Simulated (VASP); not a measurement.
Input of a VASP 6.6.1 run:

The input INCAR:

```
SYSTEM = C4F
PREC = Accurate
ENCUT = 520
EDIFF = 1E-6
ISMEAR = 0
SIGMA = 0.1
LREAL = .False.
LASPH = .True.
NELM = 150
ALGO = Normal
ISIF = 2
LWAVE = .False.
LCHARG = .False.
ISPIN = 2
MAGMOM = 1 1 1 1 1
LORBIT = 11
GGA = PE
IVDW = 12
NBANDS = 24
```

KPOINTS

```
Automatic mesh
0
Gamma
  4 4 8
  0 0 0
```

The input POSCAR:

```
C4F
1.0
    2.7207532464     -3.9305138556      0.0000000000
    2.7207532464      3.9305138556      0.0000000000
    0.0000000000      0.0000000000      2.3710179032
C F
4 1
Direct
    0.8213910918      0.8213910918      0.5000000000
    0.8984089374      0.1015910626      0.0000000000
    0.1015910626      0.8984089374      0.0000000000
    0.1786089082      0.1786089082      0.5000000000
    0.5000000000      0.5000000000      0.5000000000
```

Potentials or basis: VASP PAW PBE potentials, release 64 (C, F).

Command:

```bash
$ cat potpaw_PBE.64/C/POTCAR potpaw_PBE.64/F/POTCAR > POTCAR
$ mpirun -np 1 vasp_std > vasp.out
```

Q: Estimate the largest force.

A: 0.662 eV/Å.

Q: Predict the dispersion energy per atom.

A: -0.087 eV.

Stress tensor (GPa, compression positive):
```
-10.68   0.00   0.00
  0.00   3.05   0.00
  0.00   0.00   3.89
```
